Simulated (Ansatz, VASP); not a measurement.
# Cu: VASP beside Ansatz

```
CELL_PARAMETERS angstrom
2.56801 0.00000 0.00000
-1.28401 2.22396 0.00000
0.00000 0.00000 4.19353
ATOMIC_POSITIONS crystal
Cu 0.33333 0.66667 0.25000
Cu 0.66667 0.33333 0.75000
```

Alike in both runs: task relaxation of cell and atoms; functional PBE; k mesh 18 × 18 × 10; occupations fermi-dirac, width 0.15 eV; no spin polarisation.

|  | VASP | Ansatz |
| --- | --- | --- |
| version | VASP 6.6.1 | Ansatz 0.2.0 |
| potentials or method | VASP PAW PBE potentials, release 64 (Cu), cutoff 600 eV | scalar-relativistic, plane waves, PAW |
| valence electrons in the cell | 22 | 38 |

|  | VASP | Ansatz | Ansatz less VASP |
| --- | --- | --- | --- |
| gap on the k mesh at the Fermi level, each at its own relaxed structure (eV) | none | none | - |
| relaxed volume (Å³/atom) | 12.03 | 11.98 | -0.052 |
| relaxed cell length with the largest relative difference (Å) | 2.568 | 2.564 | -0.0038 |

A gap of «none» marks a metal or a gap that the smearing closes. VASP's potentials hold 22 valence electrons a cell and Ansatz's 38, so a difference there can come from the potentials and not from the codes.
